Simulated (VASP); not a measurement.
# CuO in VASP: single point with PBE

Aim: the single point of CuO with PBE.

Everything below comes from runs of VASP 6.6.1. Logs are shortened: lines on timing, memory, paths and dates and some standing lists are left out, and cuts for length are marked.

## (1) The cell of the first run

The typed cell holds 4 atoms: a = 2.921 Å, b = 2.921 Å, c = 5.144 Å, α = 90.00°, β = 90.00°, γ = 89.90°.

## (2) Single point, PBE (10.97 Å³/atom)

Input file INCAR:

```
ALGO = Normal ; EDIFF = 1E-7
ENCUT = 520 ; GGA = PE
ISIF = 2 ; ISMEAR = 0
LASPH = True ; LCHARG = False
LREAL = False ; LWAVE = False
NBANDS = 25 ; NELM = 100
PREC = Accurate ; SIGMA = 0.05
```

Input file KPOINTS:

```
k-points
0
Gamma
  12 12 8
```

Input file POSCAR:

```
CuO
1.0
    2.0609511213     -2.0636649219      0.1616966287
    2.0609511213      2.0636649219      0.1616966287
   -0.4021300034      0.0000000000      5.1283533218
Cu O
2 2
Direct
    0.0000000000      0.5000000000      0.0000000000
    0.5000000000      0.0000000000      0.5000000000
    0.4999871984      0.5000128016      0.2500000000
    0.5000128016      0.4999871984      0.7500000000
```

Potentials or basis: VASP PAW PBE potentials, release 64 (Cu, O).

Started as:

```
$ cat potpaw_PBE.64/Cu/POTCAR potpaw_PBE.64/O/POTCAR > POTCAR
$ mpirun -np 1 vasp_std > vasp.out
```

OUTCAR:

```text
EDIFF = 1E-7
   ENCUT = 520
   GGA = PE
   ISIF = 2
   ISMEAR = 0
   LASPH = True
   LREAL = False
   NELM = 100
   PREC = Accurate

 ion  position               nearest neighbor table
   1  0.000  0.500  0.000-   4 1.95   3 1.95   4 1.95   3 1.95
   2  0.500  0.000  0.500-   3 1.95   4 1.95   4 1.95   3 1.95
   3  0.500  0.500  0.250-   1 1.95   2 1.95   2 1.95   1 1.95
   4  0.500  0.500  0.750-   2 1.95   1 1.95   2 1.95   1 1.95

  LATTYP: Found a base centered monoclinic cell.
 ALAT       =     4.1345690581
 B/A-ratio  =     0.9982491006
 C/A-ratio  =     1.2441672193
 COS(beta)  =    -0.0000439297

  Lattice vectors:

 A1 = (  -2.0609511213,   2.0636649219,  -0.1616966287)
 A2 = (  -2.0609511213,  -2.0636649219,  -0.1616966287)
 A3 = (  -0.4021300034,   0.0000000000,   5.1283533218)

Analysis of symmetry for initial positions (statically):
=====================================================================
 Subroutine PRICEL returns:
 Original cell was already a primitive cell.

 Routine SETGRP: Setting up the symmetry group for a
 base centered monoclinic supercell.

 Subroutine GETGRP returns: Found  4 space group operations
 (whereof  2 operations were pure point group operations)
 out of a pool of  4 trial point group operations.

The static configuration has the point symmetry S_2 .
 The point group associated with its full space group is C_2h.

Analysis of symmetry for dynamics (positions and initial velocities):
=====================================================================
 Subroutine PRICEL returns:
 Original cell was already a primitive cell.

 Routine SETGRP: Setting up the symmetry group for a
 base centered monoclinic supercell.

 Subroutine GETGRP returns: Found  4 space group operations
 (whereof  2 operations were pure point group operations)
 out of a pool of  4 trial point group operations.

The dynamic configuration has the point symmetry S_2 .
 The point group associated with its full space group is C_2h.

 Subroutine INISYM returns: Found  4 space group operations
 (whereof  2 operations are pure point group operations),
 and found     1 'primitive' translations

----------------------------------------------------------------------------------------

                                     Primitive cell

  volume of cell :      43.8913

  direct lattice vectors                    reciprocal lattice vectors
     2.060951121 -2.063664922  0.161696629     0.241123025 -0.242287396  0.018907200
     2.060951121  2.063664922  0.161696629     0.241123025  0.242287396  0.018907200
    -0.402130003  0.000000000  5.128353322    -0.015205185  0.000000000  0.193802080

  length of vectors
     2.921023491  2.921023491  5.144095288     0.342346283  0.342346283  0.194397643

  position of ions in fractional coordinates (direct lattice)
     0.000000000  0.500000000  1.000000000
     0.500000000  0.000000000  0.500000000
     0.499987198  0.500012802  0.250000000
     0.500012802  0.499987198  0.750000000

  ion indices of the primitive-cell ions
   primitive index   ion index
                 1           1
                 2           2
                 3           3
                 4           4

----------------------------------------------------------------------------------------

 KPOINTS: k-points

Automatic generation of k-mesh.
 Grid dimensions read from file:
 generate k-points for:   12   12    8

 Generating k-lattice:

  Cartesian coordinates                     Fractional coordinates (reciprocal lattice)
     0.020093585 -0.020190616  0.001575600     0.083333333  0.000000000 -0.000000000
     0.020093585  0.020190616  0.001575600     0.000000000  0.083333333 -0.000000000
    -0.001900648  0.000000000  0.024225260    -0.000000000 -0.000000000  0.125000000

  Length of vectors
     0.028528857  0.028528857  0.024299705

  Shift w.r.t. Gamma in fractional coordinates (k-lattice)
     0.000000000  0.000000000  0.000000000

 Subroutine IBZKPT returns following result:
 ===========================================

 Found    320 irreducible k-points:

 Following reciprocal coordinates:
            Coordinates               Weight
  0.000000  0.000000  0.000000      1.000000
  0.083333  0.000000  0.000000      4.000000
  0.166667  0.000000 -0.000000      4.000000
  0.250000  0.000000 -0.000000      4.000000
  0.333333 -0.000000  0.000000      4.000000
  0.416667 -0.000000  0.000000      4.000000
[... 16 lines left out ...]
  0.500000  0.166667 -0.000000      4.000000
 -0.416667  0.166667  0.000000      4.000000
 [... further k-points ...]
   k-points           NKPTS =    320   k-points in BZ     NKDIM =    320   number of bands    NBANDS=     25
   number of dos      NEDOS =    301   number of ions     NIONS =      4
   total plane-waves  NPLWV =  23040
   dimension x,y,z NGX =    24 NGY =   24 NGZ =   40
   dimension x,y,z NGXF=    48 NGYF=   48 NGZF=   80
   ions per type =               2   2
   NGX,Y,Z   is equivalent  to a cutoff of  13.66, 13.66, 12.93 a.u.
   NGXF,Y,Z  is equivalent  to a cutoff of  27.32, 27.32, 25.85 a.u.
 SYSTEM =  unknown system
   PREC   = accura    normal or accurate (medium, high low for compatibility)
   ISTART =      0    job   : 0-new  1-cont  2-samecut
   ICHARG =      2    charge: 1-file 2-atom 10-const
   ISPIN  =      1    spin polarized calculation?
   LNONCOLLINEAR =      F non collinear calculations
   LSORBIT =      F    spin-orbit coupling
   LASPH  =      T    aspherical Exc in radial PAW
   ENCUT  =  520.0 eV  38.22 Ry    6.18 a.u.   5.43  5.43  9.56*2*pi/ulx,y,z
   NELM   =    100;   NELMIN=  2; NELMDL= -5     # of ELM steps
   EDIFF  = 0.1E-06   stopping-criterion for ELM
   LREAL  =      F    real-space projection
   EDIFFG = 0.1E-05   stopping-criterion for IOM
   NSW    =      0    number of steps for IOM
   IBRION =     -1    ionic relax: 0-MD 1-quasi-New 2-CG
   NFREE  =      0    steps in history (QN), initial steepest desc. (CG)
   ISIF   =      2    stress and relaxation
   ISYM   =      2    0-nonsym 1-usesym 2-fastsym
   POTIM  = 0.5000    time-step for ionic-motion
   TEBEG  =    0.0;   TEEND  =   0.0 temperature during run
   PSTRESS=    0.0 pullay stress
   NELECT =      34.0000    total number of electrons
   NUPDOWN=      -1.0000    fix difference up-down
   EMIN   =  10.00;   EMAX   =-10.00  energy-range for DOS
   EFERMI =   0.00;   METHOD = LEGACY
   ISMEAR =     0;   SIGMA  =   0.05  broadening in eV -4-tet -1-fermi 0-gaus
   EFERMI_NEDOS =   21; number of points for ismear=-14 and -15
   IALGO  =     38    algorithm
   IMIX   =      4    mixing-type and parameters
     AMIX     =   0.40;   BMIX     =  1.00
     AMIX_MAG =   1.60;   BMIX_MAG =  1.00
  volume/ion in A,a.u.               =      10.97        74.05
  Fermi-wavevector in a.u.,A,eV,Ry     =   1.503517  2.841235 30.756829  2.260563
  Thomas-Fermi vector in A             =   2.614617
   LORBIT       =      0    0 simple, 1 ext, 2 COOP (PROOUT), +10 PAW based schemes
   GGA     = PE    functional components
   LHFCALC =     F    Hartree Fock is set to
   AEXX    =    0.0000 exact exchange contribution
   IVDW    =     0    specifies the selected vdW correction
   LEPSILON=     F    determine dielectric tensor
   LRPA    =     F    only Hartree local field effects (RPA)
 non-spin polarized calculation
 Gauss-broadening in eV      SIGMA  =   0.05
  energy-cutoff  :      520.00
  volume of cell :       43.89
 maximum number of plane-waves:      1207
 NGX is ok and might be reduce to    24
   NGX = 11   NGY = 11   NGZ = 19

 number of electron      33.9999995 magnetization

 Free energy of the ion-electron system (eV)
  ---------------------------------------------------
  ext. energy  EPLUGINS =         0.00000000
  ---------------------------------------------------
  free energy    TOTEN  =       -19.71821962 eV

  energy without entropy =      -19.71441565  energy(sigma->0) =      -19.71631763

 E-fermi :   5.0199     XC(G=0): -11.3722

 val. band max:        5.0196225941   @ k =  -0.0833  -0.0833   0.3750
 cond. band min:       5.0208821709   @ k =  -0.1667   0.1667   0.0000
 fundamental gap:      0.0012595768
 Fermi energy:         5.0199029236

 k-point     1 :       0.0000    0.0000    0.0000
  band No.  band energies     occupation
      1     -14.8604      2.00000
      2     -13.5422      2.00000
      3      -3.1750      2.00000
      4      -0.4644      2.00000
      5      -0.4608      2.00000
      6       1.2310      2.00000
[... 17 lines left out ...]
     24      19.5937      0.00000
     25      19.8754      0.00000

 k-point     2 :       0.0833    0.0000    0.0000
  band No.  band energies     occupation
      1     -14.8232      2.00000
      2     -13.5306      2.00000
      3      -3.1100      2.00000
      4      -0.4995      2.00000
      5      -0.4438      2.00000
      6       0.8306      2.00000
[... 17 lines left out ...]
     24      19.7130      0.00000
     25      19.9254      0.00000

 k-point     3 :       0.1667    0.0000   -0.0000
  band No.  band energies     occupation
      1     -14.7191      2.00000
      2     -13.4991      2.00000
      3      -2.9274      2.00000
      4      -0.5833      2.00000
      5      -0.3919      2.00000
      6       0.0446      2.00000
[... 17 lines left out ...]
     24      19.9440      0.00000
     25      19.9953      0.00000

 k-point     4 :       0.2500    0.0000   -0.0000
  band No.  band energies     occupation
      1     -14.5711      2.00000
      2     -13.4556      2.00000
      3      -2.6641      2.00000
      4      -0.7840      2.00000
      5      -0.6584      2.00000
      6      -0.3191      2.00000
[... 17 lines left out ...]
     24      19.6763      0.00000
     25      20.1274      0.00000
[... 477 lines left out ...]
 k-point    22 :       0.4167    0.1667    0.0000
  band No.  band energies     occupation
      1     -14.1693      2.00000
      2     -13.3476      2.00000
      3      -1.9269      2.00000
      4      -1.8178      2.00000
      5      -0.5039      2.00000
      6      -0.3026      2.00000
[... 17 lines left out ...]
     24      18.1823      0.00000
     25      18.7578      0.00000

 k-point    23 :       0.5000    0.1667   -0.0000
  band No.  band energies     occupation
      1     -14.1256      2.00000
      2     -13.3364      2.00000
      3      -2.0227      2.00000
      4      -1.7960      2.00000
      5      -0.4127      2.00000
      6      -0.3471      2.00000
[... 17 lines left out ...]
     24      18.2579      0.00000
     25      18.2763      0.00000

 k-point    24 :      -0.4167    0.1667    0.0000
  band No.  band energies     occupation
      1     -14.1690      2.00000
      2     -13.3476      2.00000
      3      -1.9270      2.00000
      4      -1.8182      2.00000
      5      -0.5065      2.00000
      6      -0.3012      2.00000
[... 17 lines left out ...]
     24      18.1695      0.00000
     25      18.7541      0.00000

 [... further k-points ...]

------------------------ aborting loop because EDIFF is reached ----------------------------------------

  FORCE on cell =-STRESS in cart. coord.  units (eV):
  Direction    XX          YY          ZZ          XY          YZ          ZX
  --------------------------------------------------------------------------------------
  -------------------------------------------------------------------------------------
  Total        0.9322665      0.9355766      1.0670537      0.0000000      0.0000000     -0.0107080
  in kB       34.0308045     34.1516345     38.9509846      0.0000000      0.0000000     -0.3908785
  external PRESSURE =      35.7111412 kB  Pullay stress =       0.0000000 kB

 VOLUME and BASIS-vectors are now :
 -----------------------------------------------------------------------------
  energy-cutoff  :      520.00
  volume of cell :       43.89
      direct lattice vectors                 reciprocal lattice vectors
     2.060951121 -2.063664922  0.161696629     0.241123025 -0.242287396  0.018907200
     2.060951121  2.063664922  0.161696629     0.241123025  0.242287396  0.018907200
    -0.402130003  0.000000000  5.128353322    -0.015205185  0.000000000  0.193802080

 POSITION                                       TOTAL-FORCE (eV/Angst)
 -----------------------------------------------------------------------------------
      1.03048      1.03183      0.08085         0.000000     -0.000000     -0.000000
      0.82941     -1.03183      2.64502         0.000000     -0.000000     -0.000000
      1.96042      0.00005      1.44378         0.000000     -0.000010      0.000000
      1.75935     -0.00005      4.00796        -0.000000      0.000010      0.000000
 -----------------------------------------------------------------------------------
    total drift:                                0.000000     -0.000000     -0.000000

  FREE ENERGIE OF THE ION-ELECTRON SYSTEM (eV)
  ---------------------------------------------------
  free  energy   TOTEN  =       -19.7182196179 eV

  energy  without entropy=      -19.7144156472  energy(sigma->0) =      -19.71631763
```

Run time: 3 min. Hardware: 1 thread of Intel Xeon Platinum 8488C (Sapphire Rapids), shared host; peak memory 0.39 GiB.

What came out:

```
Free energy            : -19.7182 eV
Pressure               : 3.6 GPa
Band gap on the k mesh : zero (bands 17 and 18 overlap by 1.17 eV)
```

Caveat: the cell stands under pressure; semilocal functionals often make such compounds metallic where correlation or magnetic order opens a gap, which also shifts bond lengths. With open d or f shells a metallic result of PBE can be an artefact of self-interaction; +U or a hybrid may open a gap.
